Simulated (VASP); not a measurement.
# Ga (P6/mmm) in VASP: further runs, part 2 of 2

VASP 6.6.1.

## 3. Single point, BLYP (23.16 Å³/atom)

This run uses another cell than the first one, of 23.16 Å³/atom.

INCAR reads:

```
SYSTEM = Ga
PREC     = Accurate       ! precision mode
ENCUT    = 520            ! plane-wave cutoff, eV
EDIFF    = 1E-6           ! SCF threshold, eV
ISMEAR   = -1             ! smearing method
SIGMA    = 0.1            ! smearing width, eV
LREAL    = .FALSE.        ! projectors in reciprocal space
LASPH    = .TRUE.         ! aspherical terms in the spheres
NELM     = 80             ! most SCF steps
ALGO     = Normal         ! electronic algorithm
ISIF     = 2              ! what is computed and relaxed
LWAVE    = .FALSE.        ! write WAVECAR
LCHARG   = .TRUE.         ! write CHGCAR
GGA      = B5             ! functional
ALDAX    = 1.0          
AGGAX    = 1.0          
AGGAC    = 1.0          
ALDAC    = 0.0          
LELF     = .TRUE.         ! ELF
LVHAR    = .TRUE.       
NBANDS   = 26             ! bands
```

KPOINTS reads:

```
regular mesh
0
G
  9 9 11
  0 0 0
```

POSCAR reads:

```
Ga
1.0
    4.9163354398      0.0000000000      0.0000000000
   -2.4581677199      4.2576713844      0.0000000000
    0.0000000000      0.0000000000      3.3188457063
Ga
3
Direct
    1.0000000000      1.0000000000      0.0000000000
    0.3333333333      0.6666666667      0.5000000000
    0.6666666667      0.3333333333      0.5000000000
```

Potentials or basis: VASP PAW PBE potentials, release 64 (Ga_d).

Run with:

```console
> cat potpaw_PBE.64/Ga_d/POTCAR > POTCAR
> mpirun -np 1 vasp_std > vasp.out
```

OUTCAR:

```text
SYSTEM = Ga
   PREC = Accurate
   ENCUT = 520
   EDIFF = 1E-6
   ISMEAR = -1
   LREAL = .FALSE.
   LASPH = .TRUE.
   NELM = 80
   ISIF = 2
   GGA = B5

 ion  position               nearest neighbor table
   1  0.000  0.000  0.000-
   2  0.333  0.667  0.500-   3 2.84   3 2.84   3 2.84
   3  0.667  0.333  0.500-   2 2.84   2 2.84   2 2.84

  LATTYP: Found a hexagonal cell.
 ALAT       =     4.9163354398
 C/A-ratio  =     0.6750649436

  Lattice vectors:

 A1 = (   4.9163354398,   0.0000000000,   0.0000000000)
 A2 = (  -2.4581677199,   4.2576713844,   0.0000000000)
 A3 = (   0.0000000000,   0.0000000000,   3.3188457063)

Analysis of symmetry for initial positions (statically):
=====================================================================
 Subroutine PRICEL returns:
 Original cell was already a primitive cell.

 Routine SETGRP: Setting up the symmetry group for a
 hexagonal supercell.

 Subroutine GETGRP returns: Found 24 space group operations
 (whereof 24 operations were pure point group operations)
 out of a pool of 24 trial point group operations.

The static configuration has the point symmetry D_6h.

Analysis of symmetry for dynamics (positions and initial velocities):
=====================================================================
 Subroutine PRICEL returns:
 Original cell was already a primitive cell.

 Routine SETGRP: Setting up the symmetry group for a
 hexagonal supercell.

 Subroutine GETGRP returns: Found 24 space group operations
 (whereof 24 operations were pure point group operations)
 out of a pool of 24 trial point group operations.

The dynamic configuration has the point symmetry D_6h.

[... 111 lines left out ...]
   NELECT =      39.0000    total number of electrons
   NUPDOWN=      -1.0000    fix difference up-down
   EMIN   =  10.00;   EMAX   =-10.00  energy-range for DOS
   EFERMI =   0.00;   METHOD = LEGACY
   ISMEAR =    -1;   SIGMA  =   0.10  broadening in eV -4-tet -1-fermi 0-gaus
   EFERMI_NEDOS =   21; number of points for ismear=-14 and -15
   IALGO  =     38    algorithm
   IMIX   =      4    mixing-type and parameters
     AMIX     =   0.40;   BMIX     =  1.00
     AMIX_MAG =   1.60;   BMIX_MAG =  1.00
  volume/ion in A,a.u.               =      23.16       156.27
  Fermi-wavevector in a.u.,A,eV,Ry     =   1.350505  2.552084 24.815165  1.823863
  Thomas-Fermi vector in A             =   2.478004
   LORBIT       =      0    0 simple, 1 ext, 2 COOP (PROOUT), +10 PAW based schemes
   GGA     = B5    functional components
   LHFCALC =     F    Hartree Fock is set to
   AEXX    =    0.0000 exact exchange contribution
   IVDW    =     0    specifies the selected vdW correction
   LEPSILON=     F    determine dielectric tensor
   LRPA    =     F    only Hartree local field effects (RPA)
 non-spin polarized calculation
  energy-cutoff  :      520.00
  volume of cell :       69.47
 maximum number of plane-waves:      1896
 NGX is ok and might be reduce to    40
   NGX = 19   NGY = 19   NGZ = 13

 number of electron      39.0000007 magnetization

 Free energy of the ion-electron system (eV)
  ---------------------------------------------------
  ext. energy  EPLUGINS =         0.00000000
  ---------------------------------------------------
  free energy    TOTEN  =        -6.33871392 eV

  energy without entropy =       -6.28920868  energy(sigma->0) =       -6.31396130

 E-fermi :   4.2968     XC(G=0):  -9.4562

 val. band max:        4.2824187283   @ k =   0.0000   0.0000   0.3636
 cond. band min:       4.3457677443   @ k =   0.4444   0.1111   0.4545
 fundamental gap:      0.0633490160
 Fermi energy:         4.2968298690

 k-point     1 :       0.0000    0.0000    0.0000
  band No.  band energies     occupation
      1     -10.7226      2.00000
      2     -10.6114      2.00000
      3     -10.6114      2.00000
      4     -10.6001      2.00000
      5     -10.5969      2.00000
      6     -10.5969      2.00000
[... 685 lines left out ...]
     25      11.8687      0.00000
     26      11.8687      0.00000

 [... further k-points ...]

------------------------ aborting loop because EDIFF is reached ----------------------------------------

  FORCE on cell =-STRESS in cart. coord.  units (eV):
  Direction    XX          YY          ZZ          XY          YZ          ZX
  --------------------------------------------------------------------------------------
  -------------------------------------------------------------------------------------
  Total       -0.2986741     -0.2986741     -0.3434455      0.0000000      0.0000000     -0.0000000
  in kB       -6.8882259     -6.8882259     -7.9207763      0.0000000      0.0000000     -0.0000000
  external PRESSURE =      -7.2324094 kB  Pullay stress =       0.0000000 kB

 VOLUME and BASIS-vectors are now :
 -----------------------------------------------------------------------------
  energy-cutoff  :      520.00
  volume of cell :       69.47
      direct lattice vectors                 reciprocal lattice vectors
     4.916335440  0.000000000  0.000000000     0.203403533  0.117435085  0.000000000
    -2.458167720  4.257671384  0.000000000     0.000000000  0.234870170  0.000000000
     0.000000000  0.000000000  3.318845706     0.000000000  0.000000000  0.301309578

 POSITION                                       TOTAL-FORCE (eV/Angst)
 -----------------------------------------------------------------------------------
      0.00000      0.00000      0.00000         0.000000      0.000000      0.000000
     -0.00000      2.83845      1.65942         0.000000     -0.000000     -0.000000
      2.45817      1.41922      1.65942        -0.000000      0.000000      0.000000
 -----------------------------------------------------------------------------------
    total drift:                               -0.000000      0.000000      0.000000

  FREE ENERGIE OF THE ION-ELECTRON SYSTEM (eV)
  ---------------------------------------------------
  free  energy   TOTEN  =        -6.3387139169 eV

  energy  without entropy=       -6.2892086836  energy(sigma->0) =       -6.31396130
```

stdout:

```text
POSCAR found type information on POSCAR Ga
 POSCAR found :  1 types and       3 ions
 scaLAPACK will be used
 -----------------------------------------------------------------------------
|                                                                             |
|                                                                             |
|     You enforced a specific xc type in the INCAR file but a different       |
|     I HOPE YOU KNOW WHAT YOU ARE DOING!                                     |
|                                                                             |
 -----------------------------------------------------------------------------

 LDA part: xc-table for (Slater(with rela. corr.)+VWN5), standard interpolation
 POSCAR, INCAR and KPOINTS ok, starting setup
 FFT: planning ... GRIDC
 FFT: planning ... GRID_SOFT
 FFT: planning ... GRID
 WAVECAR not read
 entering main loop
```

Wall time 3.8 min (1 thread of Intel Xeon 8259CL, shared host); peak memory 0.26 GiB.

What came out:

```
Free energy            : -6.3387 eV
Pressure               : -0.7 GPa
Band gap on the k mesh : zero (an odd number of electrons rules out a gap without spin polarisation)
```

Stress tensor (GPa, compression positive):
```
-0.69  0.00  0.00
 0.00 -0.69  0.00
 0.00  0.00 -0.79
```

Levels at points of the mesh, in eV from the Fermi level:
| k point | band 17 | band 18 | band 19 | band 20 | band 21 | band 22 |
| --- | --- | --- | --- | --- | --- | --- |
| (0.00, 0.00, 0.00) | -3.05 | -2.58 | -0.58 | -0.58 | -0.30 | -0.30 |

Caveat: the PAW data sets were made with another functional, which shifts forces and pressure a little.

## 4. Single point, BLYP (24.05 Å³/atom)

This run uses another cell than the first one, of 24.05 Å³/atom.

INCAR reads:

```
PREC     = Accurate       # precision mode
ENCUT    = 520            # plane-wave cutoff, eV
EDIFF    = 1E-6           # SCF threshold, eV
ISMEAR   = -1             # smearing method
SIGMA    = 0.1            # smearing width, eV
LREAL    = False          # projectors in reciprocal space
LASPH    = True           # aspherical terms in the spheres
NELM     = 80             # most SCF steps
ALGO     = Normal         # electronic algorithm
ISIF     = 2              # what is computed and relaxed
LWAVE    = False          # write WAVECAR
LCHARG   = False          # write CHGCAR
GGA      = B5             # functional
ALDAX    = 1.0          
AGGAX    = 1.0          
AGGAC    = 1.0          
ALDAC    = 0.0          
NBANDS   = 26             # bands
```

KPOINTS reads:

```
regular mesh
0
Gamma
  9 9 11
```

POSCAR reads:

```
Ga
1.0
    4.9785741411      0.0000000000      0.0000000000
   -2.4892870706      4.3115716808      0.0000000000
    0.0000000000      0.0000000000      3.3608608717
Ga
3
Direct
    1.0000000000      1.0000000000      0.0000000000
    0.3333333333      0.6666666667      0.5000000000
    0.6666666667      0.3333333333      0.5000000000
```

Potentials or basis: VASP PAW PBE potentials, release 64 (Ga_d).

Run with:

```console
> cat potpaw_PBE.64/Ga_d/POTCAR > POTCAR
> mpirun -np 1 vasp_std > vasp.out
```

OUTCAR:

```text
PREC = Accurate
   ENCUT = 520
   EDIFF = 1E-6
   ISMEAR = -1
   LREAL = False
   LASPH = True
   NELM = 80
   ISIF = 2
   GGA = B5

 ion  position               nearest neighbor table
   1  0.000  0.000  0.000-
   2  0.333  0.667  0.500-   3 2.87   3 2.87   3 2.87
   3  0.667  0.333  0.500-   2 2.87   2 2.87   2 2.87

  LATTYP: Found a hexagonal cell.
 ALAT       =     4.9785741411
 C/A-ratio  =     0.6750649436

  Lattice vectors:
[... 887 lines left out ...]

  FORCE on cell =-STRESS in cart. coord.  units (eV):
  Direction    XX          YY          ZZ          XY          YZ          ZX
  --------------------------------------------------------------------------------------
  -------------------------------------------------------------------------------------
  Total       -0.7228557     -0.7228557     -0.6697595      0.0000000      0.0000000      0.0000000
  in kB      -16.0535492    -16.0535492    -14.8743617      0.0000000      0.0000000      0.0000000
  external PRESSURE =     -15.6604867 kB  Pullay stress =       0.0000000 kB

 VOLUME and BASIS-vectors are now :
 -----------------------------------------------------------------------------
  energy-cutoff  :      520.00
  volume of cell :       72.14
      direct lattice vectors                 reciprocal lattice vectors
     4.978574141  0.000000000  0.000000000     0.200860723  0.115966992  0.000000000
    -2.489287071  4.311571681  0.000000000     0.000000000  0.231933985  0.000000000
     0.000000000  0.000000000  3.360860872     0.000000000  0.000000000  0.297542814

 POSITION                                       TOTAL-FORCE (eV/Angst)
 -----------------------------------------------------------------------------------
      0.00000      0.00000      0.00000         0.000000      0.000000      0.000000
     -0.00000      2.87438      1.68043        -0.000000      0.000000      0.000000
      2.48929      1.43719      1.68043         0.000000     -0.000000     -0.000000
 -----------------------------------------------------------------------------------
    total drift:                               -0.000000      0.000000      0.000000

  FREE ENERGIE OF THE ION-ELECTRON SYSTEM (eV)
  ---------------------------------------------------
  free  energy   TOTEN  =        -6.3166080405 eV

  energy  without entropy=       -6.2658303163  energy(sigma->0) =       -6.29121918
```

Wall time 3.6 min (1 thread of Intel Xeon 8259CL, shared host); peak memory 0.26 GiB.

Results:

```yaml
Free_energy: -6.3166 eV
Pressure: -1.6 GPa
Band_gap_on_the_k_mesh: zero (an odd number of electrons rules out a gap without spin polarisation)
```

Stress tensor (GPa, compression positive):
```
-1.61  0.00  0.00
 0.00 -1.61  0.00
 0.00  0.00 -1.49
```

Caveat: the PAW data sets were made with another functional, which shifts forces and pressure a little.

## 5. Summary

| cell | gap on the mesh (eV) | pressure (GPa) |
| --- | --- | --- |
| a = 4.852, b = 4.852, c = 3.276 Å, angles 90.0, 90.0, 120.0°, 3 atoms | none | 0.2 |
| a = 4.916, b = 4.916, c = 3.319 Å, angles 90.0, 90.0, 120.0°, 3 atoms | none | -0.7 |
| a = 4.979, b = 4.979, c = 3.361 Å, angles 90.0, 90.0, 120.0°, 3 atoms | none | -1.6 |

Alike in all rows: task single point; level BLYP; potentials or basis VASP PAW PBE potentials, release 64 (Ga_d); no spin polarisation; k mesh 9 × 9 × 11; cutoff (eV) 520; smearing fermi-dirac 0.1 eV.

Caveats: the PAW data sets were made with another functional, which shifts forces and pressure a little.

Absolute energies hang on the potentials; compare differences alone.
